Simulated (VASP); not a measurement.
**Ta: relaxation of cell and atoms with r2SCAN+D3(BJ)**

The system is Ta.

```
Ta
1.0
    -1.63041    1.63041    1.63041
     1.63041   -1.63041    1.63041
     1.63041    1.63041   -1.63041
Ta
1
Direct
  0.00000 0.00000 0.00000
```

```
Program                : VASP 6.6.1
Task                   : relaxation of cell and atoms
Functional             : r2SCAN
Dispersion             : D3(BJ)
Potentials or basis    : VASP PAW PBE potentials, release 64 (Ta_pv)
Cutoff                 : 600 eV
k mesh                 : 16 × 16 × 16
Occupations            : fermi-dirac, width 0.08 eV
Spin                   : no spin polarisation
Dipole correction      : no
Further INCAR settings : ALGO = Normal; EDIFF = 1e-06; IBRION = 2; EDIFFG = -0.005; NSW = 100; ISIF = 3
```

```json
{"Relaxed volume": "17.89 Å³/atom", "Relaxed cell": "a = 2.854 Å, b = 2.854 Å, c = 2.854 Å, α = 109.47°, β = 109.47°, γ = 109.47°", "Space group after relaxing (to 0.1 Å)": "Im-3m (No. 229)", "Energy gained by relaxing": "11.6 meV/atom", "Ionic steps": "4", "Pressure after relaxing": "0.0 GPa", "Band gap on the k mesh": "zero (an odd number of electrons rules out a gap without spin polarisation)", "Dispersion energy per atom": "-0.314 eV"}
```

The path:
```
step  energy change (eV)  largest force (eV/Å)  pressure (GPa)  volume (Å³)
   1              0.0000                0.0000            6.91        17.34
   2              0.0508                0.0000          -13.73        19.28
   3             -0.0116                0.0000           -0.20        17.91
   4             -0.0116                0.0000           -0.01        17.89
```

Final structure:
```
Ta
1.0
    -1.64769    1.64769    1.64769
     1.64769   -1.64769    1.64769
     1.64769    1.64769   -1.64769
Ta
1
Direct
  0.00000 0.00000 0.00000
```

Levels at points of the mesh, in eV from the Fermi level:
| k point | band 1 | band 2 | band 3 | band 4 | band 5 | band 6 | band 7 | band 8 | band 9 |
| --- | --- | --- | --- | --- | --- | --- | --- | --- | --- |
| (0.00, 0.00, 0.00) | -34.19 | -34.19 | -34.19 | -8.34 | 0.85 | 0.85 | 0.85 | 4.36 | 4.36 |
| (0.50, 0.00, 0.00) | -35.45 | -34.59 | -34.20 | -4.58 | -1.58 | 1.51 | 4.24 | 5.31 | 8.16 |
| (0.50, 0.50, 0.50) | -35.06 | -35.06 | -35.06 | -3.98 | -3.98 | 7.18 | 7.18 | 7.18 | 9.09 |

It took 5.5 min on 1 thread of Intel Xeon 8259CL, on a shared host, peak memory 0.19 GiB.

Caveat: the PAW data sets were made with another functional, which shifts forces and pressure a little; spin-orbit coupling is left out, which moves the levels of the heavy elements.
